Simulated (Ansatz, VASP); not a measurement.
**As: VASP beside Ansatz**

The input INCAR:

```
SYSTEM = As
ALGO = Normal
EDIFF = 1E-6
ENCUT = 520
GGA = PS
ISIF = 2
ISMEAR = 0
LASPH = .TRUE.
LCHARG = .TRUE.
LELF = .TRUE.
LREAL = .FALSE.
LVHAR = .TRUE.
LWAVE = .FALSE.
NBANDS = 12
NELM = 80
PREC = Accurate
SIGMA = 0.15
```

KPOINTS

```
k-points
0
G
  18 18 18
  0 0 0
```

File POSCAR:

```
As
1.0
    1.7857619846      1.0310101625      3.4857700000
   -1.7857619846      1.0310101625      3.4857700000
    0.0000000000     -2.0620203251      3.4857700000
As
2
Direct
    0.2275400000      0.2275400000      0.2275400000
    0.7724600000      0.7724600000      0.7724600000
```

Input for Ansatz:

```yaml
crystal:
  lattice:
    - [1.7857619846, 1.0310101625, 3.48577]
    - [-1.7857619846, 1.0310101625, 3.48577]
    - [0.0, -2.0620203251, 3.48577]
  atoms:
    - { symbol: As, position: [0.22754, 0.22754, 0.22754] }
    - { symbol: As, position: [0.77246, 0.77246, 0.77246] }
basis:
  ecutwfc: 420
kpoints:
  mp_grid: { grid: [18, 18, 18] }
hamiltonian:
  xc: pbesol
scf:
  occupations: { method: gaussian, width: 0.15 }
output:
  forces: true
  stress: true
  eigenvalues: true
```

Change from the starting cell: strain -0.0500 x Voigt [1, 1, 0, 0, 0, 0], atoms carried along.

Alike in both runs: task single point; functional PBEsol; k mesh 18 × 18 × 18; occupations gaussian, width 0.15 eV; no spin polarisation.

|  | VASP | Ansatz |
| --- | --- | --- |
| version | VASP 6.6.1 | Ansatz 0.2.0 |
| potentials or method | VASP PAW PBE potentials, release 64 (As), cutoff 520 eV | scalar-relativistic, plane waves, PAW |
| valence electrons in the cell | 10 | 30 |

```tsv
	VASP	Ansatz	Ansatz less VASP
gap on the k mesh at the Fermi level (eV)	none	none	-
pressure (GPa)	11.4	10.7	-0.73
traceless stress, the component that is largest in VASP (GPa)	-2.94	-2.83	+0.112
rms of the force components (eV/Å)	0.632	0.567	-0.0654
```

VASP's potentials were made for PBE, not for PBEsol. Atom by atom the forces differ by 0.065 eV/Å (rms over components). A gap of «none» marks a metal or a gap that the smearing closes. With one functional, cell and mesh, what is left measures potentials, basis and numerics. VASP's potentials hold 10 valence electrons a cell and Ansatz's 30, so a difference there can come from the potentials and not from the codes.
